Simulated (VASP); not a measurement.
Wanted: the native input for a VASP 6.6.1 run.

```
Task                   : single point
Functional             : PBE
Potentials or basis    : VASP PAW PBE potentials, release 64 (Na_pv, Ti_sv, Pd)
Cutoff                 : 520 eV
k mesh                 : 6 × 6 × 4
Occupations            : gaussian, width 0.1 eV
Spin                   : no spin polarisation
Dipole correction      : no
Further INCAR settings : ALGO = Normal; EDIFF = 1e-06; NBANDS = 36
```

The structure of Na3TiPd2 lies in POSCAR:

```
Na3TiPd2
1.0
    4.3699720600      0.0000000000      0.0000000000
   -2.1849860300      3.7845068200      0.0000000000
    0.0000000000      0.0000000000      6.9887039300
Na Ti Pd
3 1 2
Direct
    0.0000000000      0.0000000000      0.5000000000
    0.6666666700      0.3333333300      0.3533428000
    0.3333333300      0.6666666700      0.6466572000
    0.0000000000      0.0000000000      0.0000000000
    0.6666666700      0.3333333300      0.7445280600
    0.3333333300      0.6666666700      0.2554719400
```

The cell was built from a structure type or drawn by symmetry, and may not be a known phase.

One way to write it, as run:

INCAR

```
ALGO = Normal
EDIFF = 1E-6
ENCUT = 520
GGA = PE
ISIF = 2
ISMEAR = 0
LASPH = True
LCHARG = False
LREAL = False
LWAVE = False
NBANDS = 36
NELM = 60
PREC = Accurate
SIGMA = 0.1
```

KPOINTS

```
k-points
0
Gamma
  6 6 4
```

Potentials or basis: VASP PAW PBE potentials, release 64 (Na_pv, Ti_sv, Pd).

Launch:

```sh
$ cat potpaw_PBE.64/Na_pv/POTCAR potpaw_PBE.64/Ti_sv/POTCAR potpaw_PBE.64/Pd/POTCAR > POTCAR
$ mpirun -np 1 vasp_std > vasp.out
```

It gave:

The pressure is 3.0 GPa and the largest force is 2.271 eV/Å. The band gap on the k mesh is zero (an odd number of electrons rules out a gap without spin polarisation).

Caveat: forces of over 1 eV/Å act on the atoms, so gaps and moduli don't describe the material at rest.

Wall time 60 s on 1 thread of Intel(R) Xeon(R) 6975P-C (Granite Rapids), on a shared host, peak memory 0.3 GiB.
